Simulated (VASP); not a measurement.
Set up this calculation in VASP 6.6.1, as the native input.

| Item | Value |
| --- | --- |
| Task | single point |
| Functional | PBE |
| Potentials or basis | VASP PAW PBE potentials, release 64 (Cd, Hg, Se) |
| Cutoff | 520 eV |
| k mesh | 8 × 8 × 4 |
| Occupations | gaussian, width 0.01 eV |
| Spin | no spin polarisation |
| Dipole correction | no |
| Further INCAR settings | ALGO = Normal; EDIFF = 1e-06; NBANDS = 46 |

The structure of Cd3HgSe4 lies in POSCAR:

```
Cd3HgSe4
1.0
    4.3977402566      0.0000000000      0.0000000000
    0.0000000000      4.3977402566      0.0000000000
    0.0000000000      0.0000000000     12.3927201149
Cd Hg Se
3 1 4
Direct
    0.0000000000      0.0000000000      0.7513857934
    0.5000000000      0.5000000000      0.0000000000
    0.0000000000      0.0000000000      0.2486142066
    0.5000000000      0.5000000000      0.5000000000
    0.5000000000      0.0000000000      0.8756999383
    0.0000000000      0.5000000000      0.1243000617
    0.5000000000      0.0000000000      0.3726469986
    0.0000000000      0.5000000000      0.6273530014
```

One way to write it, as run:

INCAR

```
SYSTEM = Cd3HgSe4
  PREC = Accurate
  ENCUT = 520
  EDIFF = 1E-6
  ISMEAR = 0
  SIGMA = 0.01
  LREAL = .False.
  LASPH = .True.
  NELM = 80
  ALGO = Normal
  ISIF = 2
  LWAVE = .False.
  LCHARG = .True.
  GGA = PE
  LELF = .True.
  LVHAR = .True.
  NBANDS = 46
```

KPOINTS

```
regular mesh
0
Gamma
  8 8 4
  0 0 0
```

Potentials or basis: VASP PAW PBE potentials, release 64 (Cd, Hg, Se).

Run with:

```sh
$ cat potpaw_PBE.64/Cd/POTCAR potpaw_PBE.64/Hg/POTCAR potpaw_PBE.64/Se/POTCAR > POTCAR
$ mpirun -np 1 vasp_std > vasp.out
```

Results of the run:

```
Pressure               : 0.2 GPa
Band gap on the k mesh : 0.08 eV
```

Caveat: spin-orbit coupling is left out, which moves the levels of the heavy elements.

It took 8.4 min on 1 thread of AMD EPYC 7R43 64-Core Processor (Zen 3), with other jobs on the host, peak memory 0.59 GiB.
